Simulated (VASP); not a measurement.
A run of VASP 6.6.1 is set up as follows.

File INCAR:

```
  ALGO = Normal
  EDIFF = 1E-6
  ENCUT = 600
  GGA = PE
  GGA_COMPAT = F
  ISIF = 2
  ISMEAR = -1
  ISPIN = 2
  KPAR = 4
  LASPH = T
  LCHARG = F
  LMAXMIX = 4
  LORBIT = 11
  LREAL = F
  LWAVE = F
  MAGMOM = 3 3 0 0 0 0
  NBANDS = 37
  NELM = 200
  PREC = Accurate
  SIGMA = 0.05
```

Contents of KPOINTS:

```
k-points
0
Gamma
  6 6 9
```

The input POSCAR:

```
CrO2
1.0
    4.4210000000      0.0000000000      0.0000000000
    0.0000000000      4.4210000000      0.0000000000
    0.0000000000      0.0000000000      2.9170000000
Cr O
2 4
Direct
    0.4954430000      0.4977630000      0.5022320000
   -0.0006800000      0.0088440000      0.0128170000
    0.8009280000      0.2026670000      0.5053670000
    0.7079600000      0.7004110000     -0.0056560000
    0.2048790000      0.8105410000      0.5158860000
    0.2976110000      0.3128790000     -0.0045420000
```

Potentials or basis: VASP PAW PBE potentials, release 64 (Cr_pv, O).

The run is started by

```bash
$ cat potpaw_PBE.64/Cr_pv/POTCAR potpaw_PBE.64/O/POTCAR > POTCAR
$ mpirun -np 4 vasp_std > vasp.out
```

Q: Estimate the site moments.

A: Cr +2.10, +2.09; O -0.07, -0.08 (each value once) μB.

Q: Estimate the pressure.

A: 2.7 GPa.

Q: What does it give for the band gap on the k mesh?

A: Zero (filled and empty bands overlap).

Forces on the atoms (eV/Å):
```
Cr   0.604  0.992 -0.237
Cr   0.019 -0.657 -0.158
O    0.025 -0.180 -0.016
O   -0.503 -0.299  0.394
O   -0.231  0.262 -0.407
O    0.086 -0.117  0.425
```

Caveat: the cell differs from its parent crystal (atoms moved at random); semilocal functionals often make such compounds metallic where correlation or magnetic order opens a gap, which also shifts bond lengths; the run started ferromagnetic, and an antiferromagnetic order may lie lower in energy; forces of over 1 eV/Å act on the atoms, so gaps and moduli don't describe the material at rest.
